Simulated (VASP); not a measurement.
# Ba (P6/mmm) in VASP: single point with r2SCAN

Aim: the single point of Ba with r2SCAN.

Everything below comes from runs of VASP 6.6.1. Logs are shortened: lines on timing, memory, paths and dates and some standing lists are left out, and cuts for length are marked.

### 1 The cell of the first run

It takes space group P6/mmm (No. 191, hexagonal). The conventional cell has a = 7.327 Å, b = 7.327 Å, c = 4.282 Å, α = 90.00°, β = 90.00°, γ = 120.00°. Ba (site symmetry 6/mmm) has 14 Ba at 4.28 to 4.74 Å within 5.6 Å. Within 5.5 Å of Ba (site symmetry -6m2) lie 11 Ba at 4.23 to 4.74 Å.

This isn't the form of Ba at room conditions, which is bcc.

### 2 Single point, r2SCAN

POSCAR

```
Ba
1.0
    7.3265478416      0.0000000000      0.0000000000
   -3.6632739208      6.3449765529      0.0000000000
    0.0000000000      0.0000000000      4.2824504997
Ba
3
Direct
    0.0000000000      0.0000000000      0.0000000000
    0.3333333333      0.6666666667      0.5000000000
    0.6666666667      0.3333333333      0.5000000000
```

INCAR.step1

```
SYSTEM = Ba
ALGO     = Normal         ! electronic algorithm
EDIFF    = 1E-4           ! SCF threshold, eV
ENCUT    = 520            ! plane-wave cutoff, eV
GGA      = PE             ! functional
ISMEAR   = 0              ! smearing method
LASPH    = .True.         ! aspherical terms in the spheres
LCHARG   = .False.        ! write CHGCAR
LREAL    = .False.        ! projectors in reciprocal space
LWAVE    = .True.         ! write WAVECAR
NBANDS   = 22             ! bands
NELM     = 100            ! most SCF steps
PREC     = Accurate       ! precision mode
SIGMA    = 0.1            ! smearing width, eV
```

INCAR.step2

```
SYSTEM = Ba
ALGO     = Normal         ! electronic algorithm
EDIFF    = 1E-6           ! SCF threshold, eV
ENCUT    = 520            ! plane-wave cutoff, eV
ISIF     = 2              ! what is computed and relaxed
ISMEAR   = 0              ! smearing method
ISTART   = 1            
LASPH    = .True.         ! aspherical terms in the spheres
LCHARG   = .False.        ! write CHGCAR
LMIXTAU  = .True.       
LREAL    = .False.        ! projectors in reciprocal space
LWAVE    = .False.        ! write WAVECAR
METAGGA  = R2SCAN         ! meta-GGA
NBANDS   = 22             ! bands
NELM     = 100            ! most SCF steps
PREC     = Accurate       ! precision mode
SIGMA    = 0.1            ! smearing width, eV
```

KPOINTS

```
k-points
0
Gamma
  9 9 10
  0 0 0
```

Potentials or basis: VASP PAW PBE potentials, release 64 (Ba_sv).

Launch:

```console
cat potpaw_PBE.64/Ba_sv/POTCAR > POTCAR
cp INCAR.step1 INCAR
mpirun -np 1 vasp_std > vasp.out
cp INCAR.step2 INCAR
mpirun -np 1 vasp_std > vasp.out
```

OUTCAR:

```text
SYSTEM = Ba
   EDIFF = 1E-6
   ENCUT = 520
   ISIF = 2
   ISMEAR = 0
   ISTART = 1
   LASPH = .True.
   LREAL = .False.
   METAGGA = R2SCAN
   NELM = 100
   PREC = Accurate

 ion  position               nearest neighbor table
   1  0.000  0.000  0.000-   2 4.74   3 4.74   2 4.74   3 4.74   3 4.74   3 4.74   2 4.74   2 4.74
                             3 4.74   3 4.74   2 4.74   2 4.74
   2  0.333  0.667  0.500-   3 4.23   3 4.23   3 4.23   1 4.74   1 4.74   1 4.74   1 4.74   1 4.74
                             1 4.74
   3  0.667  0.333  0.500-   2 4.23   2 4.23   2 4.23   1 4.74   1 4.74   1 4.74   1 4.74   1 4.74
                             1 4.74

  LATTYP: Found a hexagonal cell.
 ALAT       =     7.3265478416
 C/A-ratio  =     0.5845113677

  Lattice vectors:

 A1 = (   7.3265478416,   0.0000000000,   0.0000000000)
 A2 = (  -3.6632739208,   6.3449765529,   0.0000000000)
 A3 = (   0.0000000000,   0.0000000000,   4.2824504997)

Analysis of symmetry for initial positions (statically):
=====================================================================
 Subroutine PRICEL returns:
 Original cell was already a primitive cell.

 Routine SETGRP: Setting up the symmetry group for a
 hexagonal supercell.

 Subroutine GETGRP returns: Found 24 space group operations
 (whereof 24 operations were pure point group operations)
 out of a pool of 24 trial point group operations.

The static configuration has the point symmetry D_6h.

Analysis of symmetry for dynamics (positions and initial velocities):
=====================================================================
 Subroutine PRICEL returns:
 Original cell was already a primitive cell.

 Routine SETGRP: Setting up the symmetry group for a
 hexagonal supercell.

 Subroutine GETGRP returns: Found 24 space group operations
 (whereof 24 operations were pure point group operations)
 out of a pool of 24 trial point group operations.

The dynamic configuration has the point symmetry D_6h.

 Subroutine INISYM returns: Found 24 space group operations
 (whereof 24 operations are pure point group operations),
 and found     1 'primitive' translations

----------------------------------------------------------------------------------------

                                     Primitive cell

  volume of cell :     199.0773

  direct lattice vectors                    reciprocal lattice vectors
     7.326547842  0.000000000  0.000000000     0.136489930  0.078802498  0.000000000
    -3.663273921  6.344976553  0.000000000     0.000000000  0.157604995  0.000000000
     0.000000000  0.000000000  4.282450500     0.000000000  0.000000000  0.233511164

  length of vectors
     7.326547842  7.326547842  4.282450500     0.157604995  0.157604995  0.233511164

  position of ions in fractional coordinates (direct lattice)
     0.000000000  0.000000000  0.000000000
     0.333333333  0.666666667  0.500000000
     0.666666667  0.333333333  0.500000000

  ion indices of the primitive-cell ions
   primitive index   ion index
                 1           1
                 2           2
                 3           3

----------------------------------------------------------------------------------------

 KPOINTS: k-points

Automatic generation of k-mesh.
 Grid dimensions read from file:
 generate k-points for:    9    9   10

 Generating k-lattice:

  Cartesian coordinates                     Fractional coordinates (reciprocal lattice)
     0.015165548  0.008755833  0.000000000     0.111111111 -0.000000000  0.000000000
     0.000000000  0.017511666  0.000000000     0.000000000  0.111111111  0.000000000
     0.000000000  0.000000000  0.023351116     0.000000000  0.000000000  0.100000000

  Length of vectors
     0.017511666  0.017511666  0.023351116

  Shift w.r.t. Gamma in fractional coordinates (k-lattice)
     0.000000000  0.000000000  0.000000000

 Subroutine IBZKPT returns following result:
 ===========================================

 Found     72 irreducible k-points:

 Following reciprocal coordinates:
            Coordinates               Weight
  0.000000  0.000000  0.000000      1.000000
  0.111111 -0.000000  0.000000      6.000000
  0.222222  0.000000  0.000000      6.000000
  0.333333 -0.000000  0.000000      6.000000
  0.444444  0.000000  0.000000      6.000000
  0.111111  0.111111  0.000000      6.000000
[... 16 lines left out ...]
  0.333333  0.222222  0.100000     24.000000
  0.333333  0.333333  0.100000      4.000000
 [... further k-points ...]
   k-points           NKPTS =     72   k-points in BZ     NKDIM =     72   number of bands    NBANDS=     22
   number of dos      NEDOS =    301   number of ions     NIONS =      3
   total plane-waves  NPLWV =  93312
   dimension x,y,z NGX =    54 NGY =   54 NGZ =   32
   dimension x,y,z NGXF=   108 NGYF=  108 NGZF=   64
   ions per type =               3
   NGX,Y,Z   is equivalent  to a cutoff of  12.25, 12.25, 12.42 a.u.
   NGXF,Y,Z  is equivalent  to a cutoff of  24.51, 24.51, 24.84 a.u.
 SYSTEM =  Ba
   PREC   = accura    normal or accurate (medium, high low for compatibility)
   ISTART =      1    job   : 0-new  1-cont  2-samecut
   ICHARG =      0    charge: 1-file 2-atom 10-const
   ISPIN  =      1    spin polarized calculation?
   LNONCOLLINEAR =      F non collinear calculations
   LSORBIT =      F    spin-orbit coupling
   LASPH  =      T    aspherical Exc in radial PAW
   ENCUT  =  520.0 eV  38.22 Ry    6.18 a.u.  13.62 13.62  7.96*2*pi/ulx,y,z
   NELM   =    100;   NELMIN=  2; NELMDL=  0     # of ELM steps
   EDIFF  = 0.1E-05   stopping-criterion for ELM
   LREAL  =      F    real-space projection
   EDIFFG = 0.1E-04   stopping-criterion for IOM
   NSW    =      0    number of steps for IOM
   IBRION =     -1    ionic relax: 0-MD 1-quasi-New 2-CG
   NFREE  =      0    steps in history (QN), initial steepest desc. (CG)
   ISIF   =      2    stress and relaxation
   ISYM   =      2    0-nonsym 1-usesym 2-fastsym
   POTIM  = 0.5000    time-step for ionic-motion
   TEBEG  =    0.0;   TEEND  =   0.0 temperature during run
   PSTRESS=    0.0 pullay stress
   NELECT =      30.0000    total number of electrons
   NUPDOWN=      -1.0000    fix difference up-down
   EMIN   =  10.00;   EMAX   =-10.00  energy-range for DOS
   EFERMI =   0.00;   METHOD = LEGACY
   ISMEAR =     0;   SIGMA  =   0.10  broadening in eV -4-tet -1-fermi 0-gaus
   EFERMI_NEDOS =   21; number of points for ismear=-14 and -15
   IALGO  =     38    algorithm
   IMIX   =      4    mixing-type and parameters
     AMIX     =   0.40;   BMIX     =  1.00
     AMIX_MAG =   1.60;   BMIX_MAG =  1.00
  volume/ion in A,a.u.               =      66.36       447.81
  Fermi-wavevector in a.u.,A,eV,Ry     =   0.871180  1.646292 10.326209  0.758955
  Thomas-Fermi vector in A             =   1.990251
   LORBIT       =      0    0 simple, 1 ext, 2 COOP (PROOUT), +10 PAW based schemes
   METAGGA = R2SCAN    functional components
   LHFCALC =     F    Hartree Fock is set to
   AEXX    =    0.0000 exact exchange contribution
   IVDW    =     0    specifies the selected vdW correction
   LEPSILON=     F    determine dielectric tensor
   LRPA    =     F    only Hartree local field effects (RPA)
 non-spin polarized calculation
 Gauss-broadening in eV      SIGMA  =   0.10
  energy-cutoff  :      520.00
  volume of cell :      199.08
 maximum number of plane-waves:      5389
   NGX = 27   NGY = 27   NGZ = 15

 number of electron      30.0000002 magnetization

 Free energy of the ion-electron system (eV)
  ---------------------------------------------------
  ext. energy  EPLUGINS =         0.00000000
  ---------------------------------------------------
  free energy    TOTEN  =       -79.13674952 eV

  energy without entropy =      -79.11265845  energy(sigma->0) =      -79.12470398

 E-fermi :   1.5747     XC(G=0):  -7.6618

 val. band max:        1.5719125708   @ k =   0.3333  -0.0000   0.3000
 cond. band min:       1.5841412248   @ k =   0.1111  -0.0000   0.4000
 fundamental gap:      0.0122286540
 Fermi energy:         1.5746964474

 k-point     1 :       0.0000    0.0000    0.0000
  band No.  band energies     occupation
      1     -28.4870      2.00000
      2     -28.4429      2.00000
      3     -28.4015      2.00000
      4     -13.3795      2.00000
      5     -13.3795      2.00000
      6     -13.2329      2.00000
[... 14 lines left out ...]
     21       3.8749      0.00000
     22       3.8749      0.00000

 k-point     2 :       0.1111   -0.0000    0.0000
  band No.  band energies     occupation
      1     -28.4856      2.00000
      2     -28.4440      2.00000
      3     -28.4017      2.00000
      4     -13.3916      2.00000
      5     -13.3827      2.00000
      6     -13.2172      2.00000
[... 14 lines left out ...]
     21       3.7474      0.00000
     22       3.9423      0.00000

 k-point     3 :       0.2222    0.0000    0.0000
  band No.  band energies     occupation
      1     -28.4819      2.00000
      2     -28.4472      2.00000
      3     -28.4023      2.00000
      4     -13.4156      2.00000
      5     -13.3804      2.00000
      6     -13.1822      2.00000
[... 14 lines left out ...]
     21       3.4327      0.00000
     22       4.1472      0.00000

 k-point     4 :       0.3333   -0.0000    0.0000
  band No.  band energies     occupation
      1     -28.4766      2.00000
      2     -28.4518      2.00000
      3     -28.4030      2.00000
      4     -13.4370      2.00000
      5     -13.3601      2.00000
      6     -13.1607      2.00000
[... 14 lines left out ...]
     21       3.1092      0.00000
     22       4.0482      0.00000

 k-point     5 :       0.4444    0.0000    0.0000
  band No.  band energies     occupation
      1     -28.4716      2.00000
      2     -28.4563      2.00000
      3     -28.4035      2.00000
      4     -13.4490      2.00000
      5     -13.3269      2.00000
      6     -13.2105      2.00000
[... 417 lines left out ...]
 k-point    22 :       0.2222    0.2222    0.1000
  band No.  band energies     occupation
      1     -28.4714      2.00000
      2     -28.4522      2.00000
      3     -28.4012      2.00000
      4     -13.4191      2.00000
      5     -13.3587      2.00000
      6     -13.1941      2.00000
[... 14 lines left out ...]
     21       3.0634      0.00000
     22       3.8727      0.00000

 k-point    23 :       0.3333    0.2222    0.1000
  band No.  band energies     occupation
      1     -28.4664      2.00000
      2     -28.4569      2.00000
      3     -28.4016      2.00000
      4     -13.4206      2.00000
      5     -13.3297      2.00000
      6     -13.2490      2.00000
[... 14 lines left out ...]
     21       2.9979      0.00000
     22       3.8920      0.00000

 k-point    24 :       0.3333    0.3333    0.1000
  band No.  band energies     occupation
      1     -28.4615      2.00000
      2     -28.4615      2.00000
      3     -28.4017      2.00000
      4     -13.4141      2.00000
      5     -13.2985      2.00000
      6     -13.2985      2.00000
[... 14 lines left out ...]
     21       2.7955      0.00000
     22       4.0403      0.00000

 [... further k-points ...]
[... 5 lines left out ...]
  --------------------------------------------------------------------------------------
  -------------------------------------------------------------------------------------
  Total        0.0315383      0.0315383      0.0904010      0.0000000      0.0000000     -0.0000000
  in kB        0.2538211      0.2538211      0.7275483      0.0000000      0.0000000     -0.0000000
  external PRESSURE =       0.4117302 kB  Pullay stress =       0.0000000 kB

 VOLUME and BASIS-vectors are now :
 -----------------------------------------------------------------------------
  energy-cutoff  :      520.00
  volume of cell :      199.08
      direct lattice vectors                 reciprocal lattice vectors
     7.326547842  0.000000000  0.000000000     0.136489930  0.078802498  0.000000000
    -3.663273921  6.344976553  0.000000000     0.000000000  0.157604995  0.000000000
     0.000000000  0.000000000  4.282450500     0.000000000  0.000000000  0.233511164

 POSITION                                       TOTAL-FORCE (eV/Angst)
 -----------------------------------------------------------------------------------
      0.00000      0.00000      0.00000        -0.000000      0.000000      0.000000
     -0.00000      4.22998      2.14123         0.000000      0.000000     -0.000000
      3.66327      2.11499      2.14123         0.000000      0.000000      0.000000
 -----------------------------------------------------------------------------------
    total drift:                                0.000000      0.000000      0.000000

  FREE ENERGIE OF THE ION-ELECTRON SYSTEM (eV)
  ---------------------------------------------------
  free  energy   TOTEN  =       -79.1367495229 eV

  energy  without entropy=      -79.1126584461  energy(sigma->0) =      -79.12470398
```

Wall time 9.8 min (1 thread of Intel Xeon 6975P-C (Granite Rapids), shared host); peak memory 0.49 GiB.

What came out:

```yaml
Free_energy: -79.1367 eV
Pressure: 0.0 GPa
Band_gap_on_the_k_mesh: zero (bands 15 and 16 overlap by 0.58 eV)
```

Caveat: the PAW data sets were made with another functional, which shifts forces and pressure a little; spin-orbit coupling is left out, which moves the levels of the heavy elements.
